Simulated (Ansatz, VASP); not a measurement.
PbSe: VASP beside Ansatz

File INCAR:

```
SYSTEM = PbSe
PREC     = Accurate       ! precision mode
ENCUT    = 500            ! plane-wave cutoff, eV
EDIFF    = 1E-6           ! SCF threshold, eV
ISMEAR   = 0              ! smearing method
SIGMA    = 0.1            ! smearing width, eV
LREAL    = .False.        ! projectors in reciprocal space
LASPH    = .True.         ! aspherical terms in the spheres
NELM     = 120            ! most SCF steps
ALGO     = Normal         ! electronic algorithm
ISIF     = 2              ! what is computed and relaxed
LWAVE    = .False.        ! write WAVECAR
LCHARG   = .True.         ! write CHGCAR
GGA      = PS             ! functional
LELF     = .True.         ! ELF
LVHAR    = .True.       
NBANDS   = 28             ! bands
GGA_COMPAT= .False.
```

File KPOINTS:

```
Automatic mesh
0
Gamma
  4 4 4
  0 0 0
```

File POSCAR:

```
PbSe
1.0
    4.3154641135      0.0000000000      0.0000000000
    0.0000000000      4.3154641135      0.0000000000
    0.0000000000      0.0000000000      6.1029878785
Pb Se
2 2
Direct
    0.0000000000      0.0000000000      0.0000000000
    0.5000000000      0.5000000000      0.5000000000
    0.5000000000      0.5000000000      0.0000000000
    0.0000000000      1.0000000000      0.5000000000
```

Input for Ansatz:

```yaml
crystal:
  lattice:
    - [4.3154641135, 0.0, 0.0]
    - [0.0, 4.3154641135, 0.0]
    - [0.0, 0.0, 6.1029878785]
  atoms:
    - { symbol: Pb, position: [0.0, 0.0, 0.0] }
    - { symbol: Se, position: [0.5, 0.5, 0.0] }
    - { symbol: Pb, position: [0.5, 0.5, 0.5] }
    - { symbol: Se, position: [0.0, 1.0, 0.5] }
basis:
  ecutwfc: 420
kpoints:
  mp_grid: { grid: [4, 4, 4] }
hamiltonian:
  xc: pbesol
  pseudopotentials: { kind: paw, azcp: { folder: soft_1 } }
scf:
  occupations: { method: gaussian, width: 0.1 }
output:
  forces: true
  stress: true
  eigenvalues: true
```

Alike in both runs: task single point; functional PBEsol; k mesh 4 × 4 × 4; occupations gaussian, width 0.1 eV; no spin polarisation.

```csv
,VASP,Ansatz
version,VASP 6.6.1,Ansatz 0.2.0
potentials or method,"VASP PAW PBE potentials, release 64 (Pb_d, Se), cutoff 500 eV","scalar-relativistic, plane waves, PAW"
valence electrons in the cell,40,60
```

|  | VASP | Ansatz | Ansatz less VASP |
| --- | --- | --- | --- |
| gap on the k mesh at the Fermi level (eV) | 0.17 | 0.18 | +0.005 |
| least direct gap on the mesh (eV) | 0.17 | 0.18 | +0.005 |
| pressure (GPa) | 0.0 | 0.0 | 0.00 |

VASP's potentials were made for PBE, not for PBEsol, and Ansatz warns of the same on its side. The functional is the same, so the differences come from potentials, cutoffs and numerics. VASP's potentials hold 40 valence electrons a cell and Ansatz's 60, so a difference there can come from the potentials and not from the codes.

Spin-orbit coupling is off throughout.
